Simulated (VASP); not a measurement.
# Nb (Fm-3m) in VASP: a series of runs, part 2 of 2

VASP 6.6.1. Earlier steps stand in the parts before.

## Step 3: Electric field gradients, LDA (volume scaled by 0.96)

INCAR reads:

```
PREC = Accurate
ENCUT = 520
EDIFF = 1E-8
ISMEAR = -1
SIGMA = 0.03
LREAL = F
LASPH = T
NELM = 100
ALGO = Normal
ISIF = 2
LWAVE = F
LCHARG = F
LEFG = T
NBANDS = 12
```

KPOINTS reads:

```
regular mesh
0
Gamma
  13 13 13
```

POSCAR reads:

```
Nb
1.0
    0.0000000000      2.0864154149      2.0864154149
    2.0864154149      0.0000000000      2.0864154149
    2.0864154149      2.0864154149      0.0000000000
Nb
1
Direct
    0.0000000000      0.0000000000      0.0000000000
```

Potentials or basis: VASP PAW LDA potentials, release 64 (Nb_sv).

Run with:

```console
$ cat potpaw_LDA.64/Nb_sv/POTCAR > POTCAR
$ mpirun -np 1 vasp_std > vasp.out
```

OUTCAR:

```text
PREC = Accurate
   ENCUT = 520
   EDIFF = 1E-8
   ISMEAR = -1
   LREAL = F
   LASPH = T
   NELM = 100
   ISIF = 2

 ion  position               nearest neighbor table
   1  0.000  0.000  0.000-

  LATTYP: Found a face centered cubic cell.
 ALAT       =     4.1728308298

  Lattice vectors:

 A1 = (   0.0000000000,   2.0864154149,   2.0864154149)
 A2 = (   2.0864154149,   0.0000000000,   2.0864154149)
 A3 = (   2.0864154149,   2.0864154149,   0.0000000000)

Analysis of symmetry for initial positions (statically):
=====================================================================
 Subroutine PRICEL returns:
 Original cell was already a primitive cell.

 Routine SETGRP: Setting up the symmetry group for a
 face centered cubic supercell.

 Subroutine GETGRP returns: Found 48 space group operations
 (whereof 48 operations were pure point group operations)
 out of a pool of 48 trial point group operations.

The static configuration has the point symmetry O_h .

Analysis of symmetry for dynamics (positions and initial velocities):
=====================================================================
 Subroutine PRICEL returns:
 Original cell was already a primitive cell.

 Routine SETGRP: Setting up the symmetry group for a
 face centered cubic supercell.

 Subroutine GETGRP returns: Found 48 space group operations
 (whereof 48 operations were pure point group operations)
 out of a pool of 48 trial point group operations.

The dynamic configuration has the point symmetry O_h .

 Subroutine INISYM returns: Found 48 space group operations
 (whereof 48 operations are pure point group operations),
 and found     1 'primitive' translations

[... 151 lines left out ...]
      3     -18.7011      2.00000
      4     -18.7011      2.00000
      5       4.9542      2.00000
      6      11.2894      0.15200
      7      11.2894      0.15200
      8      11.2894      0.15200
      9      13.9823      0.00000
     10      13.9823      0.00000
     11      23.1419      0.00000
     12      27.9913      0.00000
[... 331 lines left out ...]
 k-point    24 :       0.4615    0.1538    0.0000
  band No.  band energies     occupation
      1     -42.9921      2.00000
      2     -19.8727      2.00000
      3     -19.0255      2.00000
      4     -18.9441      2.00000
      5       7.9321      2.00000
      6      10.1539      2.00000
      7      11.2418      0.57300
      8      11.9450      0.00000
      9      16.1533      0.00000
     10      16.6021      0.00000
     11      22.3410      0.00000
     12      24.9763      0.00000

 [... further k-points ...]
[... 5 lines left out ...]
  --------------------------------------------------------------------------------------
  -------------------------------------------------------------------------------------
  Total       -0.4479979     -0.4479979     -0.4479979      0.0000000     -0.0000000      0.0000000
  in kB      -39.5142935    -39.5142935    -39.5142935      0.0000000     -0.0000000      0.0000000
  external PRESSURE =     -39.5142935 kB  Pullay stress =       0.0000000 kB

 VOLUME and BASIS-vectors are now :
 -----------------------------------------------------------------------------
  energy-cutoff  :      520.00
  volume of cell :       18.16
      direct lattice vectors                 reciprocal lattice vectors
     0.000000000  2.086415415  2.086415415    -0.239645469  0.239645469  0.239645469
     2.086415415  0.000000000  2.086415415     0.239645469 -0.239645469  0.239645469
     2.086415415  2.086415415  0.000000000     0.239645469  0.239645469 -0.239645469

 POSITION                                       TOTAL-FORCE (eV/Angst)
 -----------------------------------------------------------------------------------
      0.00000      0.00000      0.00000        -0.000000     -0.000000     -0.000000
 -----------------------------------------------------------------------------------
    total drift:                                0.000000      0.000000     -0.000000

  FREE ENERGIE OF THE ION-ELECTRON SYSTEM (eV)
  ---------------------------------------------------
  free  energy   TOTEN  =       -10.8836545620 eV

  energy  without entropy=      -10.8784737187  energy(sigma->0) =      -10.88106414

 Electric field gradients (V/A^2)
---------------------------------------------------------------------
 ion       V_xx      V_yy      V_zz      V_xy      V_xz      V_yz
---------------------------------------------------------------------
   1      -0.000     0.000    -0.000    -0.000    -0.000    -0.000
---------------------------------------------------------------------

 Electric field gradients after diagonalization (V/A^2)
 (convention: |V_zz| > |V_xx| > |V_yy|)
----------------------------------------------------------------------
 ion       V_xx      V_yy      V_zz     asymmetry (V_yy - V_xx)/ V_zz
----------------------------------------------------------------------
   1       0.000     0.000    -0.000       0.000
----------------------------------------------------------------------

           NMR quadrupolar parameters

 Cq : quadrupolar parameter    Cq=e*Q*V_zz/h
 eta: asymmetry parameters     (V_yy - V_xx)/ V_zz
 Q  : nuclear electric quadrupole moment in mb (millibarn)
----------------------------------------------------------------------
 ion       Cq(MHz)       eta       Q (mb)
----------------------------------------------------------------------
   1      -0.000       0.000       1.000
----------------------------------------------------------------------
```

OSZICAR:

```text
N       E                     dE             d eps       ncg     rms          rms(c)
DAV:   1     0.125633479390E+03    0.12563E+03   -0.72617E+03  2016   0.108E+03
DAV:   2    -0.589317235387E+01   -0.13153E+03   -0.12669E+03  2248   0.411E+02
DAV:   3    -0.110756932881E+02   -0.51825E+01   -0.49618E+01  3068   0.740E+01
DAV:   4    -0.113587473496E+02   -0.28305E+00   -0.28058E+00  2888   0.147E+01
DAV:   5    -0.113727955798E+02   -0.14048E-01   -0.14021E-01  3120   0.278E+00    0.688E+00
DAV:   6    -0.109386497215E+02    0.43415E+00   -0.64975E-01  3268   0.103E+01    0.243E+00
DAV:   7    -0.108813370057E+02    0.57313E-01   -0.18879E-01  3320   0.538E+00    0.918E-01
DAV:   8    -0.108835951553E+02   -0.22581E-02   -0.11999E-02  2464   0.140E+00    0.352E-02
DAV:   9    -0.108836455022E+02   -0.50347E-04   -0.75488E-04  3324   0.290E-01    0.270E-02
DAV:  10    -0.108836531535E+02   -0.76512E-05   -0.14381E-05  2556   0.393E-02    0.184E-02
DAV:  11    -0.108836545463E+02   -0.13928E-05   -0.12053E-05  2704   0.579E-02    0.175E-03
DAV:  12    -0.108836545742E+02   -0.27983E-07   -0.84588E-07  2876   0.852E-03    0.122E-03
DAV:  13    -0.108836545628E+02    0.11392E-07   -0.35367E-08  2784   0.193E-03    0.133E-04
DAV:  14    -0.108836545620E+02    0.87925E-09   -0.23519E-09  1564   0.523E-04
   1 F= -.10883655E+02 E0= -.10881064E+02  d E =-.518084E-02
```

Wall time 30 s (1 thread of Intel Xeon 8259CL, shared host); peak memory 0.14 GiB.

What came out:

```
Free energy : -10.8837 eV
Pressure    : -4.0 GPa
```

Levels at points of the mesh, in eV from the Fermi level:
```
           k point  band 3  band 4  band 5  band 6  band 7  band 8  band 9  band 10
(0.00, 0.00, 0.00)  -29.92  -29.92   -6.26    0.07    0.07    0.07    2.77     2.77
```

Caveat: without QUAD_EFG the Cq values of the log hold for a quadrupole moment of 1 mb, not for the nuclei.
